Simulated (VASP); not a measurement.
Cs: single point with PBE

The system is Cs.

```
CELL_PARAMETERS angstrom
-2.94694 2.94694 2.87138
2.94694 -2.94694 2.87138
2.94694 2.94694 -2.87138
ATOMIC_POSITIONS crystal
Cs 0.00000 0.00000 0.00000
```

This cell differs from its parent crystal: strain -0.025 along x and y, -0.050 along z.

```
Program                : VASP 6.6.1
Task                   : single point
Functional             : PBE
Potentials or basis    : VASP PAW PBE potentials, release 64 (Cs_sv)
Cutoff                 : 520 eV
k mesh                 : 12 × 12 × 12
Occupations            : gaussian, width 0.15 eV
Spin                   : no spin polarisation
Dipole correction      : no
Further INCAR settings : ALGO = Fast; EDIFF = 1e-07; NBANDS = 10
```

* Pressure: 0.4 GPa

Levels at points of the mesh, in eV from the Fermi level:
```csv
k point,band 3,band 4,band 5,band 6,band 7,band 8
"(0.00, 0.00, 0.00)",-10.50,-10.50,-1.82,2.49,2.62,2.62
"(0.50, 0.00, 0.00)",-10.58,-10.51,-0.02,1.07,1.58,3.46
"(0.50, 0.50, 0.00)",-10.57,-10.50,-0.05,1.01,1.70,3.34
"(0.50, 0.50, 0.50)",-10.66,-10.65,0.48,0.54,3.33,3.33
```

Wall time 89 s on 1 thread of AMD EPYC 9R45 96-Core Processor (Zen 5), on a shared host, peak memory 0.3 GiB.

Caveat: the cell differs from its parent crystal (strain -0.025 along x and y, -0.050 along z); spin-orbit coupling is left out, which moves the levels of the heavy elements.
